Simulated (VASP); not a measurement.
A run of VASP 6.6.1:

File POSCAR:

```
BeS
1.0
    3.4271832721      0.0000000000      0.0000000000
   -1.7135916360      2.9680277771      0.0000000000
    0.0000000000      0.0000000000      6.9217981159
Be S
2 2
Direct
    0.3333333333      0.6666666667      0.2500000000
    0.6666666667      0.3333333333      0.7500000000
    0.6666666667      0.3333333333      0.2500000000
    0.3333333333      0.6666666667      0.7500000000
```

The input INCAR.step1:

```
PREC = Accurate
ENCUT = 520
ISMEAR = 0
SIGMA = 0.01
LREAL = F
LASPH = T
NELM = 60
NBANDS = 16
GGA = PE
ALGO = Normal
EDIFF = 1E-4
LWAVE = T
LCHARG = F
```

The input INCAR.step2:

```
PREC = Accurate
ENCUT = 520
EDIFF = 1E-7
ISMEAR = 0
SIGMA = 0.01
LREAL = F
LASPH = T
NELM = 60
ALGO = Normal
ISIF = 2
LWAVE = F
LCHARG = T
METAGGA = R2SCAN
LMIXTAU = T
LELF = T
LVHAR = T
NBANDS = 16
ISTART = 1
```

The input KPOINTS:

```
Automatic mesh
0
Gamma
  9 9 4
```

Potentials or basis: VASP PAW PBE potentials, release 64 (Be, S).

Run with:

```bash
$ cat potpaw_PBE.64/Be/POTCAR potpaw_PBE.64/S/POTCAR > POTCAR
$ cp INCAR.step1 INCAR
$ mpirun -np 1 vasp_std > vasp.out
$ cp INCAR.step2 INCAR
$ mpirun -np 1 vasp_std > vasp.out
```

Hardware: 1 thread of Intel(R) Xeon(R) Platinum 8488C (Sapphire Rapids) (shared host).

Task: Estimate the wall time of this run.

Result: Wall time 2.3 min on 1 thread of Intel(R) Xeon(R) Platinum 8488C (Sapphire Rapids), with other jobs on the host, peak memory 0.21 GiB. Counts: k points 36.
